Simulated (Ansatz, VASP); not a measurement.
## Two plane-wave programs on AlN

File INCAR:

```
SYSTEM = AlN
ALGO     = Normal         ! electronic algorithm
EDIFF    = 1E-6           ! SCF threshold, eV
ENCUT    = 600            ! plane-wave cutoff, eV
GGA      = PS             ! functional
GGA_COMPAT= .False.      
ISIF     = 2              ! what is computed and relaxed
ISMEAR   = 0              ! smearing method
LASPH    = .True.         ! aspherical terms in the spheres
LCHARG   = .False.        ! write CHGCAR
LREAL    = .False.        ! projectors in reciprocal space
LWAVE    = .False.        ! write WAVECAR
NBANDS   = 16             ! bands
NELM     = 120            ! most SCF steps
PREC     = Accurate       ! precision mode
SIGMA    = 0.05           ! smearing width, eV
```

KPOINTS

```
k-points
0
Gamma
  12 12 6
  0 0 0
```

The input POSCAR:

```
AlN
1.0
    3.1136926464      0.0000000000      0.0000000000
   -1.5568463232      2.6965369313      0.0000000000
    0.0000000000      0.0000000000      4.7840798845
Al N
2 2
Direct
    0.3333333333      0.6666666667      0.0015080761
    0.6666666667      0.3333333333      0.5015080761
    0.3333333333      0.6666666667      0.3834919239
    0.6666666667      0.3333333333      0.8834919239
```

Input for Ansatz:

```yaml
crystal:
  lattice:
    - [3.1136926464, 0.0, 0.0]
    - [-1.5568463232, 2.6965369313, 0.0]
    - [0.0, 0.0, 4.7840798845]
  atoms:
    - { symbol: Al, position: [0.3333333333, 0.6666666667, 0.0015080761] }
    - { symbol: Al, position: [0.6666666667, 0.3333333333, 0.5015080761] }
    - { symbol: "N", position: [0.3333333333, 0.6666666667, 0.3834919239] }
    - { symbol: "N", position: [0.6666666667, 0.3333333333, 0.8834919239] }
basis:
  ecutwfc: 420
kpoints:
  mp_grid: { grid: [12, 12, 6] }
hamiltonian:
  xc: pbesol
scf:
  occupations: { method: gaussian, width: 0.05 }
output:
  forces: true
  stress: true
  eigenvalues: true
```

Change from the starting cell: strain +0.000 along x and y, -0.040 along z, atoms carried along.

Alike in both runs: task single point; functional PBEsol; k mesh 12 × 12 × 6; occupations gaussian, width 0.05 eV; no spin polarisation.

```csv
,VASP,Ansatz
version,VASP 6.6.1,Ansatz 0.2.0
potentials or method,"VASP PAW PBE potentials, release 64 (Al, N), cutoff 600 eV","scalar-relativistic, plane waves, PAW"
valence electrons in the cell,16,16
```

Ansatz gave:

```
gap on the k mesh at the Fermi level (eV)                     : 4.33
least direct gap on the mesh (eV)                             : 4.33
pressure (GPa)                                                : 8.9
traceless stress, the component that is largest in VASP (GPa) : 11.92
rms of the force components (eV/Å)                            : 0.404
```

What did VASP give for the same quantities?

gap on the k mesh at the Fermi level (eV): 4.35; least direct gap on the mesh (eV): 4.35; pressure (GPa): 8.8; traceless stress, the component that is largest in VASP (GPa): 12.09; rms of the force components (eV/Å): 0.411.

VASP's potentials were made for PBE, not for PBEsol. Atom by atom the forces differ by 0.007 eV/Å (rms over components).
